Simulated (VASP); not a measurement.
Input of a VASP 6.6.1 run:

The input INCAR:

```
SYSTEM = YNbN2
PREC = Accurate ; ENCUT = 520
EDIFF = 1E-6 ; ISMEAR = 0
SIGMA = 0.1 ; LREAL = .FALSE.
LASPH = .TRUE. ; NELM = 150
ALGO = Fast ; ISIF = 2
LWAVE = .FALSE. ; LCHARG = .FALSE.
ISPIN = 2 ; MAGMOM = 0 0.15 0 0.01
LORBIT = 11 ; LMAXMIX = 4
GGA = PE ; NBANDS = 29
```

KPOINTS

```
regular mesh
0
G
  6 6 4
  0 0 0
```

File POSCAR:

```
YNbN2
1.0
    3.5108225400      0.0000000000      0.0000000000
    0.0000000000      3.5108225400      0.0000000000
    0.0000000000      0.0000000000      4.9632600200
Y Nb N
1 1 2
Direct
    0.5000000000      0.5000000000      0.5000000000
    0.0000000000      0.0000000000      0.0000000000
    0.0000000000      0.0000000000      0.5000000000
    0.5000000000      0.5000000000      0.0000000000
```

Potentials or basis: VASP PAW PBE potentials, release 64 (Y_sv, Nb_sv, N).

Launch:

```sh
$ cat potpaw_PBE.64/Y_sv/POTCAR potpaw_PBE.64/Nb_sv/POTCAR potpaw_PBE.64/N/POTCAR > POTCAR
$ mpirun -np 1 vasp_std > vasp.out
```

What does it give for the net moment?

0.00 μB per cell.

Predict the pressure.

-28.7 GPa.

Estimate the band gap on the k mesh.

zero (filled and empty bands overlap).

Stress tensor (GPa, compression positive):
```
-28.51   0.00   0.00
  0.00 -28.51   0.00
  0.00   0.00 -29.17
```

Caveat: the cell stands under tension.
